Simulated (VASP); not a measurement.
Pt, 2 atoms in the cell. It takes space group P6_3/mmc (No. 194, hexagonal). Conventional cell: a = 2.746 Å, b = 2.746 Å, c = 4.742 Å, α = 90.00°, β = 90.00°, γ = 120.00°. Pt (site symmetry -6m2) has 12 Pt at 2.75 to 2.85 Å within 3.6 Å. 

* Program: VASP 6.6.1
* Task: single point
* Functional: BLYP
* Dispersion: D3(BJ)
* Potentials or basis: VASP PAW PBE potentials, release 64 (Pt)
* Cutoff: 520 eV
* k mesh: 11 × 11 × 6
* Occupations: methfessel-paxton, width 0.1 eV
* Spin: no spin polarisation
* Dipole correction: no
* Further INCAR settings: ALGO = Normal; EDIFF = 1e-06; NBANDS = 17

Potentials or basis: VASP PAW PBE potentials, release 64 (Pt).

Run with:

```sh
$ cat potpaw_PBE.64/Pt/POTCAR > POTCAR
$ mpirun -np 1 vasp_std > vasp.out
```

Hardware: 1 thread of Intel(R) Xeon(R) Platinum 8375C CPU @ 2.90GHz (Ice Lake) (shared host).

Estimate the wall time of this run.

Wall time 20 s on 1 thread of Intel(R) Xeon(R) Platinum 8375C CPU @ 2.90GHz (Ice Lake), with other jobs on the host, peak memory 0.16 GiB. Counts: scf iterations 11, k points 64.
